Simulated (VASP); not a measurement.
# TaN (P-6m2) in VASP: further runs

The runs below take TaN through single point, with PBE.

Everything below comes from runs of VASP 6.6.1. Logs are shortened: lines on timing, memory, paths and dates and some standing lists are left out, and cuts for length are marked.

## Step 1: The cell of the first run

It takes space group P-6m2 (No. 187, hexagonal). The conventional cell has a = 2.938 Å, b = 2.938 Å, c = 2.883 Å, α = 90.00°, β = 90.00°, γ = 120.00°. Ta (site symmetry -6m2) has 6 N at 2.23 Å and 2 Ta at 2.88 Å within 2.9 Å. N (site symmetry -6m2) has 6 Ta at 2.23 Å and 2 N at 2.88 Å within 2.9 Å.

## Step 2: Single point, PBE, collinear spin, zero start

Contents of INCAR:

```
PREC = Accurate ; ENCUT = 520
EDIFF = 1E-6 ; ISMEAR = 0
SIGMA = 0.05 ; LREAL = False
LASPH = True ; NELM = 150
ALGO = Normal ; ISIF = 2
LWAVE = False ; LCHARG = False
ISPIN = 2 ; MAGMOM = 0 0 0 0
LORBIT = 11 ; LMAXMIX = 4
GGA = PE ; NBANDS = 28
```

Contents of KPOINTS:

```
Automatic mesh
0
Gamma
  7 7 4
```

Contents of POSCAR:

```
TaN
1.0
    2.9380011100      0.0000000000      0.0000000000
   -1.4690005500      2.5443836000      0.0000000000
    0.0000000000      0.0000000000      5.7660044200
Ta N
2 2
Direct
    0.3333333333      0.6666666667      0.2500000000
    0.3333333333      0.6666666667      0.7500000000
    0.0000000000      0.0000000000      0.0000000000
    0.0000000000      0.0000000000      0.5000000000
```

Potentials or basis: VASP PAW PBE potentials, release 64 (Ta_pv, N).

Launch:

```bash
cat potpaw_PBE.64/Ta_pv/POTCAR potpaw_PBE.64/N/POTCAR > POTCAR
mpirun -np 1 vasp_std > vasp.out
```

OUTCAR:

```text
PREC = Accurate
   ENCUT = 520
   EDIFF = 1E-6
   ISMEAR = 0
   LREAL = False
   LASPH = True
   NELM = 150
   ISIF = 2
   ISPIN = 2
   LORBIT = 11
   GGA = PE

 ion  position               nearest neighbor table
   1  0.333  0.667  0.250-   3 2.23   4 2.23   3 2.23   4 2.23   3 2.23   4 2.23   2 2.88   2 2.88

   2  0.333  0.667  0.750-   3 2.23   4 2.23   3 2.23   4 2.23   3 2.23   4 2.23   1 2.88   1 2.88

   3  0.000  0.000  0.000-   1 2.23   2 2.23   1 2.23   2 2.23   1 2.23   2 2.23
   4  0.000  0.000  0.500-   1 2.23   2 2.23   1 2.23   2 2.23   1 2.23   2 2.23

  LATTYP: Found a hexagonal cell.
 ALAT       =     2.9380011100
 C/A-ratio  =     1.9625603273

  Lattice vectors:

 A1 = (   2.9380011100,   0.0000000000,   0.0000000000)
 A2 = (  -1.4690005500,   2.5443836000,   0.0000000000)
 A3 = (   0.0000000000,   0.0000000000,   5.7660044200)

Analysis of symmetry for initial positions (statically):
=====================================================================
 Subroutine PRICEL returns following result:

  LATTYP: Found a hexagonal cell.
 ALAT       =     2.9380011100
 C/A-ratio  =     0.9812801636

  Lattice vectors:

 A1 = (   2.9380011100,   0.0000000000,   0.0000000000)
 A2 = (  -1.4690005500,   2.5443836000,   0.0000000000)
 A3 = (   0.0000000000,   0.0000000000,   2.8830022100)

   2 primitive cells build up your supercell.

 Routine SETGRP: Setting up the symmetry group for a
 hexagonal supercell.

 Subroutine GETGRP returns: Found 12 space group operations
 (whereof 12 operations were pure point group operations)
 out of a pool of 24 trial point group operations.

The static configuration has the point symmetry D_3h.

Analysis of symmetry for dynamics (positions and initial velocities):
=====================================================================
 Subroutine PRICEL returns following result:

  LATTYP: Found a hexagonal cell.
 ALAT       =     2.9380011100
 C/A-ratio  =     0.9812801636

  Lattice vectors:

 A1 = (   2.9380011100,   0.0000000000,   0.0000000000)
 A2 = (  -1.4690005500,   2.5443836000,   0.0000000000)
 A3 = (   0.0000000000,   0.0000000000,   2.8830022100)

   2 primitive cells build up your supercell.

 Routine SETGRP: Setting up the symmetry group for a
 hexagonal supercell.

 Subroutine GETGRP returns: Found 12 space group operations
 (whereof 12 operations were pure point group operations)
 out of a pool of 24 trial point group operations.

The dynamic configuration has the point symmetry D_3h.

Analysis of structural, dynamic, and magnetic symmetry:
=====================================================================
 Subroutine PRICEL returns following result:

  LATTYP: Found a hexagonal cell.
 ALAT       =     2.9380011100
 C/A-ratio  =     0.9812801636

  Lattice vectors:

 A1 = (   2.9380011100,   0.0000000000,   0.0000000000)
 A2 = (  -1.4690005500,   2.5443836000,   0.0000000000)
 A3 = (   0.0000000000,   0.0000000000,   2.8830022100)

   2 primitive cells build up your supercell.

 Routine SETGRP: Setting up the symmetry group for a
 hexagonal supercell.

 Subroutine GETGRP returns: Found 12 space group operations
 (whereof 12 operations were pure point group operations)
 out of a pool of 24 trial point group operations.

The overall configuration has the point symmetry D_3h.

 Subroutine INISYM returns: Found 12 space group operations
 (whereof 12 operations are pure point group operations),
 and found     2 'primitive' translations

----------------------------------------------------------------------------------------

                                     Primitive cell

  volume of cell :      21.5516

  direct lattice vectors                    reciprocal lattice vectors
     2.938001110  0.000000000  0.000000000     0.340367468  0.196511249  0.000000000
    -1.469000550  2.544383600  0.000000000     0.000000000  0.393022499  0.000000000
     0.000000000  0.000000000  2.883002210     0.000000000  0.000000000  0.346860643

  length of vectors
     2.938001110  2.938001110  2.883002210     0.393022499  0.393022499  0.346860643

  position of ions in fractional coordinates (direct lattice)
     0.333333333  0.666666667  0.500000000
     0.000000000  0.000000000  0.000000000

  ion indices of the primitive-cell ions
   primitive index   ion index
                 1           1
                 2           3

----------------------------------------------------------------------------------------

 KPOINTS: Automatic mesh

Automatic generation of k-mesh.
 Grid dimensions read from file:
 generate k-points for:    7    7    4

 Generating k-lattice:

  Cartesian coordinates                     Fractional coordinates (reciprocal lattice)
     0.048623924  0.028073036  0.000000000     0.142857143  0.000000000  0.000000000
     0.000000000  0.056146071  0.000000000     0.000000000  0.142857143  0.000000000
     0.000000000  0.000000000  0.043357580     0.000000000  0.000000000  0.250000000

  Length of vectors
     0.056146071  0.056146071  0.043357580

  Shift w.r.t. Gamma in fractional coordinates (k-lattice)
     0.000000000  0.000000000  0.000000000

 Subroutine IBZKPT returns following result:
 ===========================================

 Found     24 irreducible k-points:

 Following reciprocal coordinates:
            Coordinates               Weight
  0.000000  0.000000  0.000000      1.000000
  0.142857  0.000000  0.000000      6.000000
  0.285714  0.000000  0.000000      6.000000
  0.428571  0.000000  0.000000      6.000000
  0.142857  0.142857  0.000000      6.000000
  0.285714  0.142857  0.000000     12.000000
[... 16 lines left out ...]
  0.428571  0.142857  0.500000      6.000000
  0.285714  0.285714  0.500000      6.000000
   k-points           NKPTS =     24   k-points in BZ     NKDIM =     24   number of bands    NBANDS=     28
   number of dos      NEDOS =    301   number of ions     NIONS =      4
   total plane-waves  NPLWV =  27648
   dimension x,y,z NGX =    24 NGY =   24 NGZ =   48
   dimension x,y,z NGXF=    48 NGYF=   48 NGZF=   96
   ions per type =               2   2
   NGX,Y,Z   is equivalent  to a cutoff of  13.58, 13.58, 13.84 a.u.
   NGXF,Y,Z  is equivalent  to a cutoff of  27.16, 27.16, 27.68 a.u.
 SYSTEM =  unknown system
   PREC   = accura    normal or accurate (medium, high low for compatibility)
   ISTART =      0    job   : 0-new  1-cont  2-samecut
   ICHARG =      2    charge: 1-file 2-atom 10-const
   ISPIN  =      2    spin polarized calculation?
   LNONCOLLINEAR =      F non collinear calculations
   LSORBIT =      F    spin-orbit coupling
   LASPH  =      T    aspherical Exc in radial PAW
   ENCUT  =  520.0 eV  38.22 Ry    6.18 a.u.   5.46  5.46 10.72*2*pi/ulx,y,z
   NELM   =    150;   NELMIN=  2; NELMDL= -5     # of ELM steps
   EDIFF  = 0.1E-05   stopping-criterion for ELM
   LREAL  =      F    real-space projection
   EDIFFG = 0.1E-04   stopping-criterion for IOM
   NSW    =      0    number of steps for IOM
   IBRION =     -1    ionic relax: 0-MD 1-quasi-New 2-CG
   NFREE  =      0    steps in history (QN), initial steepest desc. (CG)
   ISIF   =      2    stress and relaxation
   ISYM   =      2    0-nonsym 1-usesym 2-fastsym
   POTIM  = 0.5000    time-step for ionic-motion
   TEBEG  =    0.0;   TEEND  =   0.0 temperature during run
   PSTRESS=    0.0 pullay stress
   NELECT =      32.0000    total number of electrons
   NUPDOWN=      -1.0000    fix difference up-down
   EMIN   =  10.00;   EMAX   =-10.00  energy-range for DOS
   EFERMI =   0.00;   METHOD = LEGACY
   ISMEAR =     0;   SIGMA  =   0.05  broadening in eV -4-tet -1-fermi 0-gaus
   EFERMI_NEDOS =   21; number of points for ismear=-14 and -15
   IALGO  =     38    algorithm
   IMIX   =      4    mixing-type and parameters
     AMIX     =   0.40;   BMIX     =  1.00
     AMIX_MAG =   1.60;   BMIX_MAG =  1.00
  volume/ion in A,a.u.               =      10.78        72.72
  Fermi-wavevector in a.u.,A,eV,Ry     =   1.482364  2.801263 29.897501  2.197404
  Thomas-Fermi vector in A             =   2.596160
   LORBIT       =     11    0 simple, 1 ext, 2 COOP (PROOUT), +10 PAW based schemes
   GGA     = PE    functional components
   LHFCALC =     F    Hartree Fock is set to
   AEXX    =    0.0000 exact exchange contribution
   IVDW    =     0    specifies the selected vdW correction
   LEPSILON=     F    determine dielectric tensor
   LRPA    =     F    only Hartree local field effects (RPA)
 spin polarized calculation
 Gauss-broadening in eV      SIGMA  =   0.05
  energy-cutoff  :      520.00
  volume of cell :       43.10
 maximum number of plane-waves:      1186
 NGX is ok and might be reduce to    24
   NGX = 11   NGY = 11   NGZ = 21

 number of electron      32.0000001 magnetization       0.0000048

 number of electron      32.0000001 magnetization      -0.0000039

 Free energy of the ion-electron system (eV)
  ---------------------------------------------------
  ext. energy  EPLUGINS =         0.00000000
  ---------------------------------------------------
  free energy    TOTEN  =       -44.87580217 eV

  energy without entropy =      -44.87534312  energy(sigma->0) =      -44.87557265

 E-fermi :   8.2967     XC(G=0): -13.3459

 val. band max:        8.1683799691   @ k =   0.0000   0.0000   0.0000
 cond. band min:       8.3204822520   @ k =   0.0000   0.0000   0.2500
 fundamental gap:      0.1521022829
 Fermi energy:         8.2966503362

 spin component 1

 k-point     1 :       0.0000    0.0000    0.0000
  band No.  band energies     occupation
      1     -27.5131      1.00000
      2     -26.5933      1.00000
      3     -26.3309      1.00000
      4     -26.3309      1.00000
      5     -26.2502      1.00000
      6     -26.2502      1.00000
[... 20 lines left out ...]
     27      17.4013      0.00000
     28      21.3554      0.00000

 k-point     2 :       0.1429    0.0000    0.0000
  band No.  band energies     occupation
      1     -27.4650      1.00000
      2     -26.5667      1.00000
      3     -26.5388      1.00000
      4     -26.4376      1.00000
      5     -26.3756      1.00000
      6     -26.2915      1.00000
[... 674 lines left out ...]
 k-point    24 :       0.2857    0.2857    0.5000
  band No.  band energies     occupation
      1     -27.0911      1.00000
      2     -27.0911      1.00000
      3     -26.8448      1.00000
      4     -26.8448      1.00000
      5     -26.8234      1.00000
      6     -26.8234      1.00000
[... 20 lines left out ...]
     27      20.5572      0.00000
     28      20.5572      0.00000
 Fermi energy:         8.2966503362

 spin component 2

 k-point     1 :       0.0000    0.0000    0.0000
  band No.  band energies     occupation
      1     -27.5131      1.00000
      2     -26.5933      1.00000
      3     -26.3309      1.00000
      4     -26.3309      1.00000
      5     -26.2502      1.00000
      6     -26.2502      1.00000
[... 20 lines left out ...]
     27      17.4013      0.00000
     28      21.3552      0.00000

 k-point     2 :       0.1429    0.0000    0.0000
  band No.  band energies     occupation
      1     -27.4650      1.00000
      2     -26.5667      1.00000
      3     -26.5388      1.00000
      4     -26.4376      1.00000
      5     -26.3755      1.00000
      6     -26.2915      1.00000
[... 674 lines left out ...]
 k-point    24 :       0.2857    0.2857    0.5000
  band No.  band energies     occupation
      1     -27.0911      1.00000
      2     -27.0911      1.00000
      3     -26.8448      1.00000
      4     -26.8448      1.00000
      5     -26.8234      1.00000
      6     -26.8234      1.00000
[... 20 lines left out ...]
     27      20.5572      0.00000
     28      20.5572      0.00000

------------------------ aborting loop because EDIFF is reached ----------------------------------------

  FORCE on cell =-STRESS in cart. coord.  units (eV):
  Direction    XX          YY          ZZ          XY          YZ          ZX
  --------------------------------------------------------------------------------------
  -------------------------------------------------------------------------------------
  Total        1.3346400      1.3346400      1.6841346      0.0000000      0.0000000      0.0000000
  in kB       49.6095392     49.6095393     62.6005093      0.0000001      0.0000000      0.0000000
  external PRESSURE =      53.9398626 kB  Pullay stress =       0.0000000 kB

 VOLUME and BASIS-vectors are now :
 -----------------------------------------------------------------------------
  energy-cutoff  :      520.00
  volume of cell :       43.10
      direct lattice vectors                 reciprocal lattice vectors
     2.938001110  0.000000000  0.000000000     0.340367468  0.196511249  0.000000000
    -1.469000550  2.544383600  0.000000000     0.000000000  0.393022499  0.000000000
     0.000000000  0.000000000  5.766004420     0.000000000  0.000000000  0.173430321

 POSITION                                       TOTAL-FORCE (eV/Angst)
 -----------------------------------------------------------------------------------
      0.00000      1.69626      1.44150        -0.000000     -0.000000     -0.000000
      0.00000      1.69626      4.32450        -0.000000     -0.000000     -0.000000
      0.00000      0.00000      0.00000         0.000000      0.000000      0.000000
      0.00000      0.00000      2.88300         0.000000      0.000000      0.000000
 -----------------------------------------------------------------------------------
    total drift:                               -0.000000     -0.000000     -0.000000

  FREE ENERGIE OF THE ION-ELECTRON SYSTEM (eV)
  ---------------------------------------------------
  free  energy   TOTEN  =       -44.8758021681 eV

  energy  without entropy=      -44.8753431246  energy(sigma->0) =      -44.87557265

 total charge

# of ion       s       p       d       tot
------------------------------------------
    1        0.305   6.265   2.429   8.999
    2        0.305   6.265   2.429   8.999
    3        1.229   2.507   0.000   3.736
    4        1.229   2.507   0.000   3.736
--------------------------------------------------
tot          3.068  17.546   4.857  25.471

 magnetization (x)

# of ion       s       p       d       tot
------------------------------------------
    1       -0.000  -0.000   0.000   0.000
    2       -0.000  -0.000   0.000   0.000
    3        0.000  -0.000   0.000  -0.000
    4        0.000  -0.000   0.000  -0.000
--------------------------------------------------
tot          0.000  -0.000   0.000   0.000
```

Wall time 1.9 min (1 thread of Intel Xeon 6975P-C, shared host); peak memory 0.18 GiB.

Results:

- Free energy: -44.8758 eV
- Pressure: 5.4 GPa
- Band gap on the k mesh: zero (filled and empty bands overlap)
- Net moment: 0.00 μB per cell
- Valence electrons inside the program's atomic spheres: Ta 9.00; N 3.74

Levels at points of the mesh, in eV from the Fermi level:
Spin up:
```csv
k point,band 13,band 14,band 15,band 16,band 17,band 18,band 19,band 20
"(0.00, 0.00, 0.00)",-3.79,-3.79,-2.97,-0.13,-0.13,2.17,2.36,3.29
"(0.00, 0.00, 0.50)",-4.18,-4.18,-0.39,-0.39,0.76,0.76,0.76,0.76
```
Spin down:
| k point | band 12 | band 13 | band 14 | band 15 | band 16 | band 17 | band 18 | band 19 | band 20 | band 21 |
| --- | --- | --- | --- | --- | --- | --- | --- | --- | --- | --- |
| (0.00, 0.00, 0.00) | -4.25 | -3.79 | -3.79 | -2.97 | -0.13 | -0.13 | 2.17 | 2.36 | 3.29 | 3.29 |
| (0.00, 0.00, 0.50) | -4.18 | -4.18 | -4.18 | -0.39 | -0.39 | 0.76 | 0.76 | 0.76 | 0.76 | 3.98 |

Caveat: spin-orbit coupling is left out, which moves the levels of the heavy elements.

## Step 3: Single point, PBE, collinear spin, antiferromagnetic start

Contents of INCAR:

```
ALGO = Normal
EDIFF = 1E-6
ENCUT = 520
GGA = PE
ISIF = 2
ISMEAR = 0
ISPIN = 2
LASPH = True
LCHARG = True
LELF = True
LMAXMIX = 4
LORBIT = 11
LREAL = False
LVHAR = True
LWAVE = False
MAGMOM = 2 -2 0 0
NBANDS = 28
NELM = 150
PREC = Accurate
SIGMA = 0.05
```

Contents of KPOINTS:

```
k-points
0
Gamma
  7 7 4
```

POSCAR is that of step 2.

Potentials or basis: VASP PAW PBE potentials, release 64 (Ta_pv, N).

Launch:

```bash
cat potpaw_PBE.64/Ta_pv/POTCAR potpaw_PBE.64/N/POTCAR > POTCAR
mpirun -np 1 vasp_std > vasp.out
```

OUTCAR:

```text
EDIFF = 1E-6
   ENCUT = 520
   GGA = PE
   ISIF = 2
   ISMEAR = 0
   ISPIN = 2
   LASPH = True
   LORBIT = 11
   LREAL = False
   NELM = 150
   PREC = Accurate

 ion  position               nearest neighbor table
   1  0.333  0.667  0.250-   3 2.23   4 2.23   3 2.23   4 2.23   3 2.23   4 2.23   2 2.88   2 2.88

   2  0.333  0.667  0.750-   3 2.23   4 2.23   3 2.23   4 2.23   3 2.23   4 2.23   1 2.88   1 2.88

[... 1748 lines left out ...]
  energy-cutoff  :      520.00
  volume of cell :       43.10
      direct lattice vectors                 reciprocal lattice vectors
     2.938001110  0.000000000  0.000000000     0.340367468  0.196511249  0.000000000
    -1.469000550  2.544383600  0.000000000     0.000000000  0.393022499  0.000000000
     0.000000000  0.000000000  5.766004420     0.000000000  0.000000000  0.173430321

 POSITION                                       TOTAL-FORCE (eV/Angst)
 -----------------------------------------------------------------------------------
      0.00000      1.69626      1.44150        -0.000000     -0.000000      0.000000
      0.00000      1.69626      4.32450         0.000000      0.000000      0.000000
      0.00000      0.00000      0.00000        -0.000000     -0.000000      0.000000
      0.00000      0.00000      2.88300         0.000000     -0.000000      0.000000
 -----------------------------------------------------------------------------------
    total drift:                               -0.000000      0.000000     -0.000000

  FREE ENERGIE OF THE ION-ELECTRON SYSTEM (eV)
  ---------------------------------------------------
  free  energy   TOTEN  =       -44.8758012349 eV

  energy  without entropy=      -44.8753421909  energy(sigma->0) =      -44.87557171

 total charge

# of ion       s       p       d       tot
------------------------------------------
    1        0.305   6.265   2.429   8.999
    2        0.305   6.265   2.429   8.999
    3        1.229   2.507   0.000   3.736
    4        1.229   2.507   0.000   3.736
--------------------------------------------------
tot          3.068  17.546   4.857  25.471

 magnetization (x)

# of ion       s       p       d       tot
------------------------------------------
    1       -0.000  -0.000  -0.000  -0.000
    2        0.000   0.000   0.000   0.000
    3        0.000   0.000   0.000   0.000
    4        0.000   0.000   0.000   0.000
--------------------------------------------------
tot          0.000   0.000   0.000   0.000
```

Wall time 2.4 min (1 thread of Intel Xeon 6975P-C, shared host); peak memory 0.18 GiB.

What came out:

| Item | Value |
| --- | --- |
| Free energy | -44.8758 eV |
| Pressure | 5.4 GPa |
| Band gap on the k mesh | zero (filled and empty bands overlap) |
| Net moment | 0.00 μB per cell |
| Valence electrons inside the program's atomic spheres | Ta 9.00; N 3.74 |

Caveat: spin-orbit coupling is left out, which moves the levels of the heavy elements.
